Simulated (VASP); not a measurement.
# Be3Ni (I4/mmm) in VASP: a series of runs

Runs on Be3Ni. Level: LDA. Tasks: single point.

All numbers are computed with VASP 6.6.1; they aren't measurements. Logs are shortened: lines on timing, memory, paths and dates and some standing lists are left out, and cuts for length are marked.

## Step 1: The cell of the first run

It takes space group I4/mmm (No. 139, tetragonal). Conventional cell: a = 3.221 Å, b = 3.221 Å, c = 6.986 Å, α = 90.00°, β = 90.00°, γ = 90.00°. Be (site symmetry -4m2) has 8 Be at 2.28 to 2.38 Å and 4 Ni at 2.38 Å within 3.0 Å. Be (site symmetry 4/mmm) has 4 Ni at 2.28 Å and 8 Be at 2.38 Å within 3.0 Å. Ni (site symmetry 4/mmm) has 12 Be at 2.28 to 2.38 Å within 3.0 Å.

## Step 2: Single point, LDA, collinear spin, ferromagnetic start

File INCAR:

```
SYSTEM = Be3Ni
PREC = Accurate
ENCUT = 520
EDIFF = 1E-6
ISMEAR = -1
SIGMA = 0.1
LREAL = .FALSE.
LASPH = .TRUE.
NELM = 150
ALGO = Normal
ISIF = 2
LWAVE = .FALSE.
LCHARG = .FALSE.
ISPIN = 2
MAGMOM = 0 0 0 1.5
LORBIT = 11
LMAXMIX = 4
GGA = CA
NBANDS = 20
```

File KPOINTS:

```
Automatic mesh
0
G
  10 10 10
  0 0 0
```

File POSCAR:

```
Be3Ni
1.0
   -1.6103584457      1.6103584457      3.4929809681
    1.6103584457     -1.6103584457      3.4929809681
    1.6103584457      1.6103584457     -3.4929809681
Be Ni
3 1
Direct
    0.7500000000      0.2500000000      0.5000000000
    0.2500000000      0.7500000000      0.5000000000
    0.5000000000      0.5000000000      0.0000000000
    0.0000000000      0.0000000000      0.0000000000
```

Potentials or basis: VASP PAW LDA potentials, release 64 (Be, Ni).

On the command line:

```console
$ cat potpaw_LDA.64/Be/POTCAR potpaw_LDA.64/Ni/POTCAR > POTCAR
$ mpirun -np 1 vasp_std > vasp.out
```

OUTCAR:

```text
SYSTEM = Be3Ni
   PREC = Accurate
   ENCUT = 520
   EDIFF = 1E-6
   ISMEAR = -1
   LREAL = .FALSE.
   LASPH = .TRUE.
   NELM = 150
   ISIF = 2
   ISPIN = 2
   LORBIT = 11
   GGA = CA

 ion  position               nearest neighbor table
   1  0.750  0.250  0.500-   2 2.28   2 2.28   2 2.28   2 2.28   4 2.38   3 2.38   4 2.38   4 2.38
                             3 2.38   3 2.38   4 2.38   3 2.38
   2  0.250  0.750  0.500-   1 2.28   1 2.28   1 2.28   1 2.28   4 2.38   3 2.38   4 2.38   3 2.38
                             4 2.38   4 2.38   3 2.38   3 2.38
   3  0.500  0.500  0.000-   4 2.28   4 2.28   4 2.28   4 2.28   2 2.38   1 2.38   2 2.38   1 2.38
                             2 2.38   2 2.38   1 2.38   1 2.38
   4  0.000  0.000  0.000-   3 2.28   3 2.28   3 2.28   3 2.28   2 2.38   1 2.38   2 2.38   2 2.38
                             1 2.38   1 2.38   2 2.38   1 2.38

  LATTYP: Found a body centered tetragonal cell.
 ALAT       =     3.2207168914
 C/A-ratio  =     2.1690704808

  Lattice vectors:

 A1 = (  -1.6103584457,   1.6103584457,   3.4929809681)
 A2 = (   1.6103584457,  -1.6103584457,   3.4929809681)
 A3 = (   1.6103584457,   1.6103584457,  -3.4929809681)

Analysis of symmetry for initial positions (statically):
=====================================================================
 Subroutine PRICEL returns:
 Original cell was already a primitive cell.

 Routine SETGRP: Setting up the symmetry group for a
 body centered tetragonal supercell.

 Subroutine GETGRP returns: Found 16 space group operations
 (whereof 16 operations were pure point group operations)
 out of a pool of 16 trial point group operations.

The static configuration has the point symmetry D_4h.

Analysis of symmetry for dynamics (positions and initial velocities):
=====================================================================
 Subroutine PRICEL returns:
 Original cell was already a primitive cell.

 Routine SETGRP: Setting up the symmetry group for a
 body centered tetragonal supercell.

 Subroutine GETGRP returns: Found 16 space group operations
 (whereof 16 operations were pure point group operations)
 out of a pool of 16 trial point group operations.

The dynamic configuration has the point symmetry D_4h.

Analysis of structural, dynamic, and magnetic symmetry:
=====================================================================
 Subroutine PRICEL returns:
 Original cell was already a primitive cell.

 Routine SETGRP: Setting up the symmetry group for a
 body centered tetragonal supercell.

 Subroutine GETGRP returns: Found 16 space group operations
 (whereof 16 operations were pure point group operations)
 out of a pool of 16 trial point group operations.

The overall configuration has the point symmetry D_4h.

 Subroutine INISYM returns: Found 16 space group operations
 (whereof 16 operations are pure point group operations),
 and found     1 'primitive' translations

----------------------------------------------------------------------------------------

                                     Primitive cell

  volume of cell :      36.2328

  direct lattice vectors                    reciprocal lattice vectors
    -1.610358446  1.610358446  3.492980968     0.000000000  0.310489880  0.143144210
     1.610358446 -1.610358446  3.492980968     0.310489880  0.000000000  0.143144210
     1.610358446  1.610358446 -3.492980968     0.310489880  0.310489880  0.000000000

  length of vectors
     4.169823101  4.169823101  4.169823101     0.341897982  0.341897982  0.439098999

  position of ions in fractional coordinates (direct lattice)
     0.750000000  0.250000000  0.500000000
     0.250000000  0.750000000  0.500000000
     0.500000000  0.500000000  0.000000000
     0.000000000  0.000000000  0.000000000

  ion indices of the primitive-cell ions
   primitive index   ion index
                 1           1
                 2           2
                 3           3
                 4           4

----------------------------------------------------------------------------------------

 KPOINTS: Automatic mesh

Automatic generation of k-mesh.
 Grid dimensions read from file:
 generate k-points for:   10   10   10

 Generating k-lattice:

  Cartesian coordinates                     Fractional coordinates (reciprocal lattice)
     0.000000000  0.031048988  0.014314421     0.100000000  0.000000000  0.000000000
     0.031048988  0.000000000  0.014314421     0.000000000  0.100000000  0.000000000
     0.031048988  0.031048988  0.000000000     0.000000000  0.000000000  0.100000000

  Length of vectors
     0.034189798  0.034189798  0.043909900

  Shift w.r.t. Gamma in fractional coordinates (k-lattice)
     0.000000000  0.000000000  0.000000000

 Subroutine IBZKPT returns following result:
 ===========================================

 Found    102 irreducible k-points:

 Following reciprocal coordinates:
            Coordinates               Weight
  0.000000  0.000000  0.000000      1.000000
  0.100000 -0.000000  0.000000      8.000000
  0.200000 -0.000000  0.000000      8.000000
  0.300000  0.000000 -0.000000      8.000000
  0.400000  0.000000 -0.000000      8.000000
  0.500000  0.000000  0.000000      4.000000
[... 16 lines left out ...]
  0.300000  0.300000 -0.000000      8.000000
  0.400000  0.300000 -0.000000     16.000000
 [... further k-points ...]
   k-points           NKPTS =    102   k-points in BZ     NKDIM =    102   number of bands    NBANDS=     20
   number of dos      NEDOS =    301   number of ions     NIONS =      4
   total plane-waves  NPLWV =  32768
   dimension x,y,z NGX =    32 NGY =   32 NGZ =   32
   dimension x,y,z NGXF=    64 NGYF=   64 NGZF=   64
   ions per type =               3   1
   NGX,Y,Z   is equivalent  to a cutoff of  12.76, 12.76, 12.76 a.u.
   NGXF,Y,Z  is equivalent  to a cutoff of  25.52, 25.52, 25.52 a.u.
 SYSTEM =  Be3Ni
   PREC   = accura    normal or accurate (medium, high low for compatibility)
   ISTART =      0    job   : 0-new  1-cont  2-samecut
   ICHARG =      2    charge: 1-file 2-atom 10-const
   ISPIN  =      2    spin polarized calculation?
   LNONCOLLINEAR =      F non collinear calculations
   LSORBIT =      F    spin-orbit coupling
   LASPH  =      T    aspherical Exc in radial PAW
   ENCUT  =  520.0 eV  38.22 Ry    6.18 a.u.   7.75  7.75  7.75*2*pi/ulx,y,z
   NELM   =    150;   NELMIN=  2; NELMDL= -5     # of ELM steps
   EDIFF  = 0.1E-05   stopping-criterion for ELM
   LREAL  =      F    real-space projection
   EDIFFG = 0.1E-04   stopping-criterion for IOM
   NSW    =      0    number of steps for IOM
   IBRION =     -1    ionic relax: 0-MD 1-quasi-New 2-CG
   NFREE  =      0    steps in history (QN), initial steepest desc. (CG)
   ISIF   =      2    stress and relaxation
   ISYM   =      2    0-nonsym 1-usesym 2-fastsym
   POTIM  = 0.5000    time-step for ionic-motion
   TEBEG  =    0.0;   TEEND  =   0.0 temperature during run
   PSTRESS=    0.0 pullay stress
   NELECT =      16.0000    total number of electrons
   NUPDOWN=      -1.0000    fix difference up-down
   EMIN   =  10.00;   EMAX   =-10.00  energy-range for DOS
   EFERMI =   0.00;   METHOD = LEGACY
   ISMEAR =    -1;   SIGMA  =   0.10  broadening in eV -4-tet -1-fermi 0-gaus
   EFERMI_NEDOS =   21; number of points for ismear=-14 and -15
   IALGO  =     38    algorithm
   IMIX   =      4    mixing-type and parameters
     AMIX     =   0.40;   BMIX     =  1.00
     AMIX_MAG =   1.60;   BMIX_MAG =  1.00
  volume/ion in A,a.u.               =       9.06        61.13
  Fermi-wavevector in a.u.,A,eV,Ry     =   1.246659  2.355844 21.145616  1.554159
  Thomas-Fermi vector in A             =   2.380827
   LORBIT       =     11    0 simple, 1 ext, 2 COOP (PROOUT), +10 PAW based schemes
   GGA     = CA    functional components
   LHFCALC =     F    Hartree Fock is set to
   AEXX    =    0.0000 exact exchange contribution
   IVDW    =     0    specifies the selected vdW correction
   LEPSILON=     F    determine dielectric tensor
   LRPA    =     F    only Hartree local field effects (RPA)
 spin polarized calculation
  energy-cutoff  :      520.00
  volume of cell :       36.23
 maximum number of plane-waves:       992
   NGX = 15   NGY = 15   NGZ = 15

 number of electron      16.0000001 magnetization       0.0377782

 number of electron      16.0000001 magnetization      -0.0001167

 Free energy of the ion-electron system (eV)
  ---------------------------------------------------
  ext. energy  EPLUGINS =         0.00000000
  ---------------------------------------------------
  free energy    TOTEN  =       -20.19132293 eV

  energy without entropy =      -20.15755585  energy(sigma->0) =      -20.17443939

 E-fermi :   6.7092     XC(G=0): -11.3535

 val. band max:        6.7032408941   @ k =  -0.4000  -0.4000   0.3000
 cond. band min:       6.7746886092   @ k =   0.5000   0.3000   0.1000
 fundamental gap:      0.0714477151
 Fermi energy:         6.7091525134

 spin component 1

 k-point     1 :       0.0000    0.0000    0.0000
  band No.  band energies     occupation
      1      -3.2011      1.00000
      2       3.7190      1.00000
      3       3.9093      1.00000
      4       4.0850      1.00000
      5       4.0850      1.00000
      6       4.8357      1.00000
[... 12 lines left out ...]
     19      24.8197      0.00000
     20      26.0921      0.00000

 k-point     2 :       0.1000   -0.0000    0.0000
  band No.  band energies     occupation
      1      -3.0560      1.00000
      2       3.6797      1.00000
      3       3.7028      1.00000
      4       3.9947      1.00000
      5       4.1292      1.00000
      6       4.7446      1.00000
[... 12 lines left out ...]
     19      25.6148      0.00000
     20      25.9482      0.00000
[... 465 lines left out ...]
      3       3.1296      1.00000
      4       3.2808      1.00000
      5       4.1521      1.00000
      6       4.3293      1.00000
[... 12 lines left out ...]
     19      21.8555      0.00000
     20      25.1907      0.00000

 k-point    24 :       0.4000    0.3000   -0.0000
  band No.  band energies     occupation
      1       0.7589      1.00000
      2       1.6938      1.00000
      3       2.8763      1.00000
      4       3.4964      1.00000
      5       4.1629      1.00000
      6       4.2042      1.00000
[... 12 lines left out ...]
     19      23.1209      0.00000
     20      25.3016      0.00000

 [... further k-points ...]

 spin component 2

 k-point     1 :       0.0000    0.0000    0.0000
  band No.  band energies     occupation
      1      -3.2011      1.00000
      2       3.7189      1.00000
      3       3.9092      1.00000
      4       4.0848      1.00000
      5       4.0848      1.00000
      6       4.8356      1.00000
[... 12 lines left out ...]
     19      24.8196      0.00000
     20      26.0920      0.00000

 k-point     2 :       0.1000   -0.0000    0.0000
  band No.  band energies     occupation
      1      -3.0561      1.00000
      2       3.6796      1.00000
      3       3.7028      1.00000
      4       3.9946      1.00000
      5       4.1290      1.00000
      6       4.7444      1.00000
[... 12 lines left out ...]
     19      25.6148      0.00000
     20      25.9482      0.00000
[... 465 lines left out ...]
      3       3.1295      1.00000
      4       3.2807      1.00000
      5       4.1520      1.00000
      6       4.3292      1.00000
[... 12 lines left out ...]
     19      21.8554      0.00000
     20      25.1906      0.00000

 k-point    24 :       0.4000    0.3000   -0.0000
  band No.  band energies     occupation
      1       0.7589      1.00000
      2       1.6938      1.00000
      3       2.8763      1.00000
      4       3.4963      1.00000
      5       4.1628      1.00000
      6       4.2040      1.00000
[... 12 lines left out ...]
     19      23.1208      0.00000
     20      25.3016      0.00000

 [... further k-points ...]
[... 5 lines left out ...]
  --------------------------------------------------------------------------------------
  -------------------------------------------------------------------------------------
  Total       -3.6774212     -3.6774212     -3.7022307      0.0000000     -0.0000000      0.0000000
  in kB     -162.6120173   -162.6120173   -163.7090682      0.0000000     -0.0000000      0.0000000
  external PRESSURE =    -162.9777009 kB  Pullay stress =       0.0000000 kB

 VOLUME and BASIS-vectors are now :
 -----------------------------------------------------------------------------
  energy-cutoff  :      520.00
  volume of cell :       36.23
      direct lattice vectors                 reciprocal lattice vectors
    -1.610358446  1.610358446  3.492980968     0.000000000  0.310489880  0.143144210
     1.610358446 -1.610358446  3.492980968     0.310489880  0.000000000  0.143144210
     1.610358446  1.610358446 -3.492980968     0.310489880  0.310489880  0.000000000

 POSITION                                       TOTAL-FORCE (eV/Angst)
 -----------------------------------------------------------------------------------
      0.00000      1.61036      1.74649        -0.000000      0.000000      0.000000
      1.61036      0.00000      1.74649         0.000000     -0.000000     -0.000000
      0.00000      0.00000      3.49298         0.000000     -0.000000     -0.000000
      0.00000      0.00000      0.00000         0.000000     -0.000000     -0.000000
 -----------------------------------------------------------------------------------
    total drift:                                0.000000     -0.000000     -0.000000

  FREE ENERGIE OF THE ION-ELECTRON SYSTEM (eV)
  ---------------------------------------------------
  free  energy   TOTEN  =       -20.1913229280 eV

  energy  without entropy=      -20.1575558530  energy(sigma->0) =      -20.17443939

 total charge

# of ion       s       p       d       tot
------------------------------------------
    1        0.399   0.658   0.000   1.057
    2        0.399   0.658   0.000   1.057
    3        0.412   0.632   0.000   1.043
    4        0.505   0.596   8.400   9.500
--------------------------------------------------
tot          1.715   2.543   8.400  12.657

 magnetization (x)

# of ion       s       p       d       tot
------------------------------------------
    1        0.000   0.000   0.000   0.000
    2        0.000   0.000   0.000   0.000
    3        0.000   0.000   0.000   0.000
    4       -0.000  -0.000  -0.000  -0.000
--------------------------------------------------
tot          0.000   0.000  -0.000  -0.000
```

Run time: 66 s. Hardware: 1 thread of Intel Xeon 6975P-C (Granite Rapids), shared host; peak memory 0.24 GiB.

What came out:

| Quantity | Value |
| --- | --- |
| Free energy | -20.1913 eV |
| Pressure | -16.3 GPa |
| Band gap on the k mesh | zero (filled and empty bands overlap) |
| Net moment | 0.00 μB per cell |
| Valence electrons inside the program's atomic spheres | Be 1.06, 1.04 (each value once); Ni 9.50 |

Stress tensor (GPa, compression positive):
```
-16.26   0.00   0.00
  0.00 -16.26   0.00
  0.00   0.00 -16.37
```

Caveat: the cell stands under tension.

(Continued in part 2 of 2.)
